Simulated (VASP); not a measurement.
# Ta5Si in VASP: relaxation of the atoms with PBEsol

Aim: the relaxation of the atoms of Ta5Si with PBEsol.

All numbers are computed with VASP 6.6.1; they aren't measurements. Logs are shortened: lines on timing, memory, paths and dates and some standing lists are left out, and cuts for length are marked.

## (1) The cell of the first run

The cell holds a slab with vacuum, 6 atoms: a = 3.281 Å, b = 3.281 Å, c = 25.561 Å, α = 90.00°, β = 90.00°, γ = 90.00°.

## (2) Relaxation of the atoms, PBEsol

File INCAR:

```
PREC = Accurate
ENCUT = 520
EDIFF = 1E-7
ISMEAR = 0
SIGMA = 0.1
LREAL = False
LASPH = True
NELM = 100
ALGO = Fast
ISIF = 2
LWAVE = False
LCHARG = False
LDIPOL = True
IDIPOL = 3
DIPOL = 0.5 0.5 0.490
GGA = PS
IBRION = 2
NSW = 90
EDIFFG = -0.03
```

File KPOINTS:

```
regular mesh
0
Gamma
  9 9 1
```

File POSCAR:

```
Ta5Si
1.0
    3.2805195246      0.0000000000      0.0000000000
    0.0000000000      3.2805195246      0.0000000000
    0.0000000000      0.0000000000     25.5610390493
Ta Si
5 1
Selective dynamics
Direct
    0.5000000000      0.5000000000      0.3325373427  F F F
    0.0000000000      0.0000000000      0.3967076512  F F F
    0.5000000000      0.5000000000      0.4611411122  T T T
    0.0000000000      0.0000000000      0.5263369554  T T T
    0.5000000000      0.5000000000      0.5815099114  T T T
    0.0000000000      0.0000000000      0.6441051759  T T T
```

Potentials or basis: VASP PAW PBE potentials, release 64 (Ta_pv, Si).

The run is started by

```console
$ cat potpaw_PBE.64/Ta_pv/POTCAR potpaw_PBE.64/Si/POTCAR > POTCAR
$ mpirun -np 1 vasp_std > vasp.out
```

OUTCAR:

```text
PREC = Accurate
   ENCUT = 520
   EDIFF = 1E-7
   ISMEAR = 0
   LREAL = False
   LASPH = True
   NELM = 100
   ISIF = 2
   GGA = PS
   IBRION = 2
   NSW = 90
   EDIFFG = -0.03

 ion  position               nearest neighbor table
   1  0.500  0.500  0.333-   2 2.84   2 2.84   2 2.84   2 2.84   3 3.29
   2  0.000  0.000  0.397-   1 2.84   1 2.84   1 2.84   1 2.84   3 2.84   3 2.84   3 2.84   3 2.84
                             4 3.31
   3  0.500  0.500  0.461-   2 2.84   2 2.84   2 2.84   2 2.84   4 2.86   4 2.86   4 2.86   4 2.86
                             5 3.08   1 3.29
   4  0.000  0.000  0.526-   5 2.71   5 2.71   5 2.71   5 2.71   3 2.86   3 2.86   3 2.86   3 2.86
                             6 3.01   2 3.31
   5  0.500  0.500  0.582-   4 2.71   4 2.71   4 2.71   4 2.71   6 2.82   6 2.82   6 2.82   6 2.82
                             3 3.08
   6  0.000  0.000  0.644-   5 2.82   5 2.82   5 2.82   5 2.82   4 3.01

  LATTYP: Found a simple tetragonal cell.
 ALAT       =     3.2805195246
 C/A-ratio  =     7.7917655596

  Lattice vectors:

 A1 = (   3.2805195246,   0.0000000000,   0.0000000000)
 A2 = (   0.0000000000,   3.2805195246,   0.0000000000)
 A3 = (   0.0000000000,   0.0000000000,  25.5610390493)

Analysis of symmetry for initial positions (statically):
=====================================================================
 Subroutine PRICEL returns:
 Original cell was already a primitive cell.

 Routine SETGRP: Setting up the symmetry group for a
 simple tetragonal supercell.

 Subroutine GETGRP returns: Found  8 space group operations
 (whereof  8 operations were pure point group operations)
 out of a pool of 16 trial point group operations.

The static configuration has the point symmetry C_4v.

Analysis of symmetry for dynamics (positions and initial velocities):
=====================================================================
 Subroutine PRICEL returns:
 Original cell was already a primitive cell.

 Routine SETGRP: Setting up the symmetry group for a
 simple tetragonal supercell.

 Subroutine GETGRP returns: Found  8 space group operations
 (whereof  8 operations were pure point group operations)
 out of a pool of 16 trial point group operations.

The dynamic configuration has the point symmetry C_4v.

Analysis of constrained symmetry for selective dynamics:
=====================================================================
 Subroutine PRICEL returns:
 Original cell was already a primitive cell.

 Routine SETGRP: Setting up the symmetry group for a
 simple tetragonal supercell.

 Subroutine GETGRP returns: Found  8 space group operations
 (whereof  8 operations were pure point group operations)
 out of a pool of 16 trial point group operations.

The constrained configuration has the point symmetry C_4v.

 Subroutine INISYM returns: Found  8 space group operations
 (whereof  8 operations are pure point group operations),
 and found     1 'primitive' translations

----------------------------------------------------------------------------------------

                                     Primitive cell

  volume of cell :     275.0830

  direct lattice vectors                    reciprocal lattice vectors
     3.280519525  0.000000000  0.000000000     0.304829766  0.000000000  0.000000000
     0.000000000  3.280519525  0.000000000     0.000000000  0.304829766  0.000000000
     0.000000000  0.000000000 25.561039049     0.000000000  0.000000000  0.039122040

  length of vectors
     3.280519525  3.280519525 25.561039049     0.304829766  0.304829766  0.039122040

  position of ions in fractional coordinates (direct lattice)
     0.500000000  0.500000000  0.332537343
     0.000000000  0.000000000  0.396707651
     0.500000000  0.500000000  0.461141112
     0.000000000  0.000000000  0.526336955
     0.500000000  0.500000000  0.581509911
     0.000000000  0.000000000  0.644105176

  ion indices of the primitive-cell ions
   primitive index   ion index
                 1           1
                 2           2
                 3           3
                 4           4
                 5           5
                 6           6

----------------------------------------------------------------------------------------

 KPOINTS: regular mesh

Automatic generation of k-mesh.
 Grid dimensions read from file:
 generate k-points for:    9    9    1

 Generating k-lattice:

  Cartesian coordinates                     Fractional coordinates (reciprocal lattice)
     0.033869974  0.000000000  0.000000000     0.111111111  0.000000000  0.000000000
     0.000000000  0.033869974  0.000000000     0.000000000  0.111111111  0.000000000
     0.000000000  0.000000000  0.039122040     0.000000000  0.000000000  1.000000000

  Length of vectors
     0.033869974  0.033869974  0.039122040

  Shift w.r.t. Gamma in fractional coordinates (k-lattice)
     0.000000000  0.000000000  0.000000000

 Subroutine IBZKPT returns following result:
 ===========================================

 Found     15 irreducible k-points:

 Following reciprocal coordinates:
            Coordinates               Weight
  0.000000  0.000000  0.000000      1.000000
  0.111111  0.000000  0.000000      4.000000
  0.222222  0.000000  0.000000      4.000000
  0.333333  0.000000  0.000000      4.000000
  0.444444  0.000000  0.000000      4.000000
  0.111111  0.111111  0.000000      4.000000
  0.222222  0.111111  0.000000      8.000000
  0.333333  0.111111  0.000000      8.000000
  0.444444  0.111111  0.000000      8.000000
  0.222222  0.222222  0.000000      4.000000
  0.333333  0.222222  0.000000      8.000000
  0.444444  0.222222  0.000000      8.000000
  0.333333  0.333333  0.000000      4.000000
  0.444444  0.333333  0.000000      8.000000
  0.444444  0.444444  0.000000      4.000000
   k-points           NKPTS =     15   k-points in BZ     NKDIM =     15   number of bands    NBANDS=     35
   number of dos      NEDOS =    301   number of ions     NIONS =      6
   total plane-waves  NPLWV = 110592
   dimension x,y,z NGX =    24 NGY =   24 NGZ =  192
   dimension x,y,z NGXF=    48 NGYF=   48 NGZF=  384
   ions per type =               5   1
   NGX,Y,Z   is equivalent  to a cutoff of  12.16, 12.16, 12.49 a.u.
   NGXF,Y,Z  is equivalent  to a cutoff of  24.32, 24.32, 24.97 a.u.
 SYSTEM =  unknown system
   PREC   = accura    normal or accurate (medium, high low for compatibility)
   ISTART =      0    job   : 0-new  1-cont  2-samecut
   ICHARG =      2    charge: 1-file 2-atom 10-const
   ISPIN  =      1    spin polarized calculation?
   LNONCOLLINEAR =      F non collinear calculations
   LSORBIT =      F    spin-orbit coupling
   LASPH  =      T    aspherical Exc in radial PAW
   ENCUT  =  520.0 eV  38.22 Ry    6.18 a.u.   6.10  6.10 47.53*2*pi/ulx,y,z
   NELM   =    100;   NELMIN=  2; NELMDL= -5     # of ELM steps
   EDIFF  = 0.1E-06   stopping-criterion for ELM
   LREAL  =      F    real-space projection
   EDIFFG = -.3E-01   stopping-criterion for IOM
   NSW    =     90    number of steps for IOM
   IBRION =      2    ionic relax: 0-MD 1-quasi-New 2-CG
   NFREE  =      1    steps in history (QN), initial steepest desc. (CG)
   ISIF   =      2    stress and relaxation
   ISYM   =      2    0-nonsym 1-usesym 2-fastsym
   POTIM  = 0.5000    time-step for ionic-motion
   TEBEG  =    0.0;   TEEND  =   0.0 temperature during run
   PSTRESS=    0.0 pullay stress
   NELECT =      59.0000    total number of electrons
   NUPDOWN=      -1.0000    fix difference up-down
   EMIN   =  10.00;   EMAX   =-10.00  energy-range for DOS
   EFERMI =   0.00;   METHOD = LEGACY
   ISMEAR =     0;   SIGMA  =   0.10  broadening in eV -4-tet -1-fermi 0-gaus
   EFERMI_NEDOS =   21; number of points for ismear=-14 and -15
   IALGO  =     68    algorithm
   IMIX   =      4    mixing-type and parameters
     AMIX     =   0.40;   BMIX     =  1.00
     AMIX_MAG =   1.60;   BMIX_MAG =  1.00
  volume/ion in A,a.u.               =      45.85       309.39
  Fermi-wavevector in a.u.,A,eV,Ry     =   0.979951  1.851838 13.065722  0.960303
  Thomas-Fermi vector in A             =   2.110843
   LORBIT       =      0    0 simple, 1 ext, 2 COOP (PROOUT), +10 PAW based schemes
   GGA     = PS    functional components
   LHFCALC =     F    Hartree Fock is set to
   AEXX    =    0.0000 exact exchange contribution
   IVDW    =     0    specifies the selected vdW correction
   LEPSILON=     F    determine dielectric tensor
   LRPA    =     F    only Hartree local field effects (RPA)
 conjugate gradient relaxation of ions
 non-spin polarized calculation
 RMM-DIIS sequential band-by-band and
 Gauss-broadening in eV      SIGMA  =   0.10
  energy-cutoff  :      520.00
  volume of cell :      275.08
 maximum number of plane-waves:      7464
   NGX = 13   NGY = 13   NGZ = 95

--------------------------------------- Ionic step        1  -------------------------------------------

 number of electron      59.0000018 magnetization

 Free energy of the ion-electron system (eV)
  ---------------------------------------------------
  ext. energy  EPLUGINS =         0.00000000
  ---------------------------------------------------
  free energy    TOTEN  =       -65.56690460 eV

  energy without entropy =      -65.53530740  energy(sigma->0) =      -65.55110600

------------------------ aborting loop because EDIFF is reached ----------------------------------------

  FORCE on cell =-STRESS in cart. coord.  units (eV):
  Direction    XX          YY          ZZ          XY          YZ          ZX
  --------------------------------------------------------------------------------------
  -------------------------------------------------------------------------------------
  Total       -3.0303651     -3.0303651     -2.6006471      0.0000000     -0.0000000      0.0000000
  in kB      -17.6498810    -17.6498810    -15.1470565      0.0000000     -0.0000000      0.0000000
  external PRESSURE =     -16.8156062 kB  Pullay stress =       0.0000000 kB
[... 101 lines left out ...]
  FREE ENERGIE OF THE ION-ELECTRON SYSTEM (eV)
  ---------------------------------------------------
  free  energy   TOTEN  =       -66.1072196600 eV

  energy  without entropy=      -66.0785177773  energy(sigma->0) =      -66.09286872

 dipolmoment           0.000000      0.000000     -0.031218 electrons x Angstroem

[... ionic steps 4 to 13 ...]

--------------------------------------- Ionic step       14  -------------------------------------------

 number of electron      59.0000027 magnetization

------------------------ aborting loop because EDIFF is reached ----------------------------------------

  FORCE on cell =-STRESS in cart. coord.  units (eV):
  Direction    XX          YY          ZZ          XY          YZ          ZX
  --------------------------------------------------------------------------------------
  -------------------------------------------------------------------------------------
  Total       -1.4538129     -1.4538129     -2.3535371      0.0000000      0.0000000      0.0000000
  in kB       -8.4675025     -8.4675025    -13.7078033      0.0000000      0.0000000      0.0000000
  external PRESSURE =     -10.2142694 kB  Pullay stress =       0.0000000 kB
[... 65 lines left out ...]
  energy  without entropy=      -66.1824212741  energy(sigma->0) =      -66.19730203

--------------------------------------- Ionic step       16  -------------------------------------------

 number of electron      59.0000027 magnetization

 dipolmoment           0.000000      0.000000      0.021054 electrons x Angstroem

 Free energy of the ion-electron system (eV)
  ---------------------------------------------------
  ext. energy  EPLUGINS =         0.00000000
  ---------------------------------------------------
  free energy    TOTEN  =       -66.21241635 eV

  energy without entropy =      -66.18292839  energy(sigma->0) =      -66.19767237

 E-fermi :  -0.2583     XC(G=0):  -5.4948

 val. band max:       -0.3091908913   @ k =   0.1111   0.1111   0.0000
 cond. band min:      -0.2546147995   @ k =   0.2222   0.1111   0.0000
 fundamental gap:      0.0545760918
 Fermi energy:        -0.2582720362

 k-point     1 :       0.0000    0.0000    0.0000
  band No.  band energies     occupation
      1     -35.0972      2.00000
      2     -34.9199      2.00000
      3     -34.9199      2.00000
      4     -34.2855      2.00000
      5     -34.1494      2.00000
      6     -34.1406      2.00000
[... 559 lines left out ...]
     34       1.7721      0.00000
     35       2.2392      0.00000

------------------------ aborting loop because EDIFF is reached ----------------------------------------

 vacuum level on the upper side and lower side of the slab       (xc-potential included)         0.166        -0.180

  FORCE on cell =-STRESS in cart. coord.  units (eV):
  Direction    XX          YY          ZZ          XY          YZ          ZX
  --------------------------------------------------------------------------------------
  -------------------------------------------------------------------------------------
  Total       -1.3770350     -1.3770350     -2.2678415      0.0000000      0.0000000      0.0000000
  in kB       -8.0203220     -8.0203220    -13.2086833      0.0000000      0.0000000      0.0000000
  external PRESSURE =      -9.7497758 kB  Pullay stress =       0.0000000 kB

 VOLUME and BASIS-vectors are now :
 -----------------------------------------------------------------------------
  energy-cutoff  :      520.00
  volume of cell :      275.08
      direct lattice vectors                 reciprocal lattice vectors
     3.280519525  0.000000000  0.000000000     0.304829766  0.000000000  0.000000000
     0.000000000  3.280519525  0.000000000     0.000000000  0.304829766  0.000000000
     0.000000000  0.000000000 25.561039049     0.000000000  0.000000000  0.039122040
[... 12 lines left out ...]
  FREE ENERGIE OF THE ION-ELECTRON SYSTEM (eV)
  ---------------------------------------------------
  free  energy   TOTEN  =       -66.2124163507 eV

  energy  without entropy=      -66.1829283935  energy(sigma->0) =      -66.19767237

 reached required accuracy - stopping structural energy minimisation

 vacuum level on the upper side and lower side of the slab         4.189         3.835
```

Wall time 70 min (1 thread of Oxide Virtual Turin-like, shared host); peak memory 0.45 GiB.

Results:

```yaml
Free_energy: -66.2124 eV
Energy_gained_by_relaxing: 107.6 meV/atom
Ionic_steps: 16
Band_gap_on_the_k_mesh: zero (an odd number of electrons rules out a gap without spin polarisation)
```

The path:
```
step  energy change (eV)  largest force on free atoms (eV/Å)  pressure (GPa)
   1              0.0000                              2.7936           -1.68
   2             -0.4113                              1.3518           -2.06
   3             -0.5403                              1.1044           -2.07
   4             -0.5427                              1.2037           -2.04
   5             -0.6217                              0.4154           -1.66
   6             -0.6234                              0.4790           -1.59
   7             -0.6372                              0.1516           -1.48
   8             -0.6392                              0.0812           -1.41
   9             -0.6404                              0.0618           -1.38
  10             -0.6428                              0.0945           -1.28
  11             -0.6433                              0.1650           -1.07
  12             -0.6438                              0.1327           -1.16
  13             -0.6447                              0.1016           -1.10
  14             -0.6453                              0.0550           -1.02
  15             -0.6453                              0.0472           -1.00
  16             -0.6455                              0.0286           -0.97
```

Final structure:
```
Ta Si
1.0
     3.28052    0.00000    0.00000
     0.00000    3.28052    0.00000
     0.00000    0.00000   25.56104
Ta Si
5 1
Cartesian
  1.6403 1.6403 8.5000
  0.0000 0.0000 10.1403
  1.6403 1.6403 11.7534
  0.0000 0.0000 13.4075
  1.6403 1.6403 15.0816
  0.0000 0.0000 16.1491
```

Caveat: the PAW data sets were made with another functional, which shifts forces and pressure a little; spin-orbit coupling is left out, which moves the levels of the heavy elements.

The gap in the log of VASP goes by the Fermi energy; the results here count the filled bands.